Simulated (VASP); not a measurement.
# N2 in VASP: single point with PBE

Aim: the single point of N2 with PBE.

Everything below comes from runs of VASP 6.6.1. Logs are shortened: lines on timing, memory, paths and dates and some standing lists are left out, and cuts for length are marked.

## (1) The cell of the first run

The cell holds a molecule in a box, 2 atoms: a = 9.000 Å, b = 9.500 Å, c = 10.000 Å, α = 90.00°, β = 90.00°, γ = 90.00°.

## (2) Single point, PBE

Input file INCAR:

```
ALGO = Normal ; EDIFF = 1E-6
ENCUT = 1000 ; GGA = PE
GGA_COMPAT = False ; ISIF = 2
ISMEAR = 0 ; LASPH = True
LCHARG = False ; LREAL = False
LWAVE = False ; NBANDS = 12
NELM = 120 ; NELMDL = -8
PREC = Accurate ; SIGMA = 0.02
```

Input file KPOINTS:

```
k-points
0
Gamma
  1 1 1
```

Input file POSCAR:

```
N
1.0
    9.0000000000      0.0000000000      0.0000000000
    0.0000000000      9.5000000000      0.0000000000
    0.0000000000      0.0000000000     10.0000000000
N
2
Direct
    0.5000000000      0.5000000000      0.4448918427
    0.5000000000      0.5000000000      0.5551081573
```

Potentials or basis: VASP PAW PBE potentials, release 64 (N_h).

On the command line:

```console
cat potpaw_PBE.64/N_h/POTCAR > POTCAR
mpirun -np 1 vasp_gam > vasp.out
```

OUTCAR:

```text
EDIFF = 1E-6
   ENCUT = 1000
   GGA = PE
   ISIF = 2
   ISMEAR = 0
   LASPH = True
   LREAL = False
   NELM = 120
   NELMDL = -8
   PREC = Accurate

 ion  position               nearest neighbor table
   1  0.500  0.500  0.445-   2 1.10
   2  0.500  0.500  0.555-   1 1.10

  LATTYP: Found a simple orthorhombic cell.
 ALAT       =     9.0000000000
 B/A-ratio  =     1.0555555556
 C/A-ratio  =     1.1111111111

  Lattice vectors:

 A1 = (   9.0000000000,   0.0000000000,   0.0000000000)
 A2 = (   0.0000000000,   9.5000000000,   0.0000000000)
 A3 = (   0.0000000000,   0.0000000000,  10.0000000000)

Analysis of symmetry for initial positions (statically):
=====================================================================
 Subroutine PRICEL returns:
 Original cell was already a primitive cell.

 Routine SETGRP: Setting up the symmetry group for a
 simple orthorhombic supercell.

 Subroutine GETGRP returns: Found  8 space group operations
 (whereof  8 operations were pure point group operations)
 out of a pool of  8 trial point group operations.

The static configuration has the point symmetry D_2h.

Analysis of symmetry for dynamics (positions and initial velocities):
=====================================================================
 Subroutine PRICEL returns:
 Original cell was already a primitive cell.

 Routine SETGRP: Setting up the symmetry group for a
 simple orthorhombic supercell.

 Subroutine GETGRP returns: Found  8 space group operations
 (whereof  8 operations were pure point group operations)
 out of a pool of  8 trial point group operations.

The dynamic configuration has the point symmetry D_2h.

 Subroutine INISYM returns: Found  8 space group operations
 (whereof  8 operations are pure point group operations),
 and found     1 'primitive' translations

----------------------------------------------------------------------------------------

                                     Primitive cell

  volume of cell :     855.0000

  direct lattice vectors                    reciprocal lattice vectors
     9.000000000  0.000000000  0.000000000     0.111111111  0.000000000  0.000000000
     0.000000000  9.500000000  0.000000000     0.000000000  0.105263158  0.000000000
     0.000000000  0.000000000 10.000000000     0.000000000  0.000000000  0.100000000

  length of vectors
     9.000000000  9.500000000 10.000000000     0.111111111  0.105263158  0.100000000

  position of ions in fractional coordinates (direct lattice)
     0.500000000  0.500000000  0.444891843
     0.500000000  0.500000000  0.555108157

  ion indices of the primitive-cell ions
   primitive index   ion index
                 1           1
                 2           2

----------------------------------------------------------------------------------------

 KPOINTS: k-points

Automatic generation of k-mesh.
 Grid dimensions read from file:
 generate k-points for:    1    1    1

 Generating k-lattice:

  Cartesian coordinates                     Fractional coordinates (reciprocal lattice)
     0.111111111  0.000000000  0.000000000     1.000000000  0.000000000  0.000000000
     0.000000000  0.105263158  0.000000000     0.000000000  1.000000000  0.000000000
     0.000000000  0.000000000  0.100000000     0.000000000  0.000000000  1.000000000

  Length of vectors
     0.111111111  0.105263158  0.100000000

  Shift w.r.t. Gamma in fractional coordinates (k-lattice)
     0.000000000  0.000000000  0.000000000

 Subroutine IBZKPT returns following result:
 ===========================================

 Found      1 irreducible k-points:

 Following reciprocal coordinates:
            Coordinates               Weight
  0.000000  0.000000  0.000000      1.000000
   k-points           NKPTS =      1   k-points in BZ     NKDIM =      1   number of bands    NBANDS=     12
   number of dos      NEDOS =    301   number of ions     NIONS =      2
   total plane-waves  NPLWV = ******
   dimension x,y,z NGX =    96 NGY =   98 NGZ =  108
   dimension x,y,z NGXF=   192 NGYF=  196 NGZF=  216
   ions per type =               2
   NGX,Y,Z   is equivalent  to a cutoff of  17.73, 17.15, 17.95 a.u.
   NGXF,Y,Z  is equivalent  to a cutoff of  35.47, 34.30, 35.91 a.u.
 SYSTEM =  unknown system
   PREC   = accura    normal or accurate (medium, high low for compatibility)
   ISTART =      0    job   : 0-new  1-cont  2-samecut
   ICHARG =      2    charge: 1-file 2-atom 10-const
   ISPIN  =      1    spin polarized calculation?
   LNONCOLLINEAR =      F non collinear calculations
   LSORBIT =      F    spin-orbit coupling
   LASPH  =      T    aspherical Exc in radial PAW
   ENCUT  = 1000.0 eV  73.50 Ry    8.57 a.u.  23.21 24.50 25.78*2*pi/ulx,y,z
   NELM   =    120;   NELMIN=  2; NELMDL= -8     # of ELM steps
   EDIFF  = 0.1E-05   stopping-criterion for ELM
   LREAL  =      F    real-space projection
   EDIFFG = 0.1E-04   stopping-criterion for IOM
   NSW    =      0    number of steps for IOM
   IBRION =     -1    ionic relax: 0-MD 1-quasi-New 2-CG
   NFREE  =      0    steps in history (QN), initial steepest desc. (CG)
   ISIF   =      2    stress and relaxation
   ISYM   =      2    0-nonsym 1-usesym 2-fastsym
   POTIM  = 0.5000    time-step for ionic-motion
   TEBEG  =    0.0;   TEEND  =   0.0 temperature during run
   PSTRESS=    0.0 pullay stress
   NELECT =      10.0000    total number of electrons
   NUPDOWN=      -1.0000    fix difference up-down
   EMIN   =  10.00;   EMAX   =-10.00  energy-range for DOS
   EFERMI =   0.00;   METHOD = LEGACY
   ISMEAR =     0;   SIGMA  =   0.02  broadening in eV -4-tet -1-fermi 0-gaus
   EFERMI_NEDOS =   21; number of points for ismear=-14 and -15
   IALGO  =     38    algorithm
   IMIX   =      4    mixing-type and parameters
     AMIX     =   0.40;   BMIX     =  1.00
     AMIX_MAG =   1.60;   BMIX_MAG =  1.00
  volume/ion in A,a.u.               =     427.50      2884.91
  Fermi-wavevector in a.u.,A,eV,Ry     =   0.371609  0.702239  1.878872  0.138093
  Thomas-Fermi vector in A             =   1.299861
   LORBIT       =      0    0 simple, 1 ext, 2 COOP (PROOUT), +10 PAW based schemes
   GGA     = PE    functional components
   LHFCALC =     F    Hartree Fock is set to
   AEXX    =    0.0000 exact exchange contribution
   IVDW    =     0    specifies the selected vdW correction
   LEPSILON=     F    determine dielectric tensor
   LRPA    =     F    only Hartree local field effects (RPA)
 non-spin polarized calculation
 Gauss-broadening in eV      SIGMA  =   0.02
  energy-cutoff  :     1000.00
  volume of cell :      855.00
 maximum number of plane-waves:     30729
 NGX is ok and might be reduce to    96
   NGX = 47   NGY = 49   NGZ = 51

 number of electron      10.0000000 magnetization

 Free energy of the ion-electron system (eV)
  ---------------------------------------------------
  ext. energy  EPLUGINS =         0.00000000
  ---------------------------------------------------
  free energy    TOTEN  =       -16.82150669 eV

  energy without entropy =      -16.82150669  energy(sigma->0) =      -16.82150669

 E-fermi :  -9.9512     XC(G=0):  -0.6933

 val. band max:      -10.0547146278   @ k =   0.0000   0.0000   0.0000
 cond. band min:      -1.8025938414   @ k =   0.0000   0.0000   0.0000
 fundamental gap:      8.2521207864
 Fermi energy:        -9.9512028455

 k-point     1 :       0.0000    0.0000    0.0000
  band No.  band energies     occupation
      1     -28.0093      2.00000
      2     -13.3393      2.00000
      3     -11.4003      2.00000
      4     -11.4003      2.00000
      5     -10.0547      2.00000
      6      -1.8026      0.00000
      7      -1.8021      0.00000
      8      -0.1852      0.00000
      9       1.1999      0.00000
     10       1.2785      0.00000
     11       1.3038      0.00000
     12       1.5497      0.00000

------------------------ aborting loop because EDIFF is reached ----------------------------------------

  FORCE on cell =-STRESS in cart. coord.  units (eV):
  Direction    XX          YY          ZZ          XY          YZ          ZX
  --------------------------------------------------------------------------------------
  -------------------------------------------------------------------------------------
  Total       -0.0118119     -0.0119371      0.0629335      0.0000000      0.0000000      0.0000000
  in kB       -0.0221343     -0.0223688      0.1179306      0.0000000      0.0000000      0.0000000
  external PRESSURE =       0.0244758 kB  Pullay stress =       0.0000000 kB

 VOLUME and BASIS-vectors are now :
 -----------------------------------------------------------------------------
  energy-cutoff  :     1000.00
  volume of cell :      855.00
      direct lattice vectors                 reciprocal lattice vectors
     9.000000000  0.000000000  0.000000000     0.111111111  0.000000000  0.000000000
     0.000000000  9.500000000  0.000000000     0.000000000  0.105263158  0.000000000
     0.000000000  0.000000000 10.000000000     0.000000000  0.000000000  0.100000000

 POSITION                                       TOTAL-FORCE (eV/Angst)
 -----------------------------------------------------------------------------------
      4.50000      4.75000      4.44892         0.000000      0.000000     -0.068144
      4.50000      4.75000      5.55108         0.000000     -0.000000      0.068144
 -----------------------------------------------------------------------------------
    total drift:                                0.000000      0.000000      0.000000

  FREE ENERGIE OF THE ION-ELECTRON SYSTEM (eV)
  ---------------------------------------------------
  free  energy   TOTEN  =       -16.8215066879 eV

  energy  without entropy=      -16.8215066879  energy(sigma->0) =      -16.82150669
```

Wall time 2.1 min (1 thread of Intel Xeon Platinum 8488C (Sapphire Rapids), shared host); peak memory 1.5 GiB.

What came out:

```yaml
Free_energy: -16.8215 eV
Largest_force: 0.068 eV/Å
Gap_between_the_frontier_levels: 8.25 eV
```

Forces on the atoms (eV/Å):
```
N    0.000  0.000 -0.068
N    0.000  0.000  0.068
```

Levels at points of the mesh, in eV from the valence-band top:
| k point | band 2 | band 3 | band 4 | band 5 | band 6 | band 7 | band 8 | band 9 |
| --- | --- | --- | --- | --- | --- | --- | --- | --- |
| (0.00, 0.00, 0.00) | -3.28 | -1.35 | -1.35 | 0.00 | 8.25 | 8.25 | 9.87 | 11.25 |
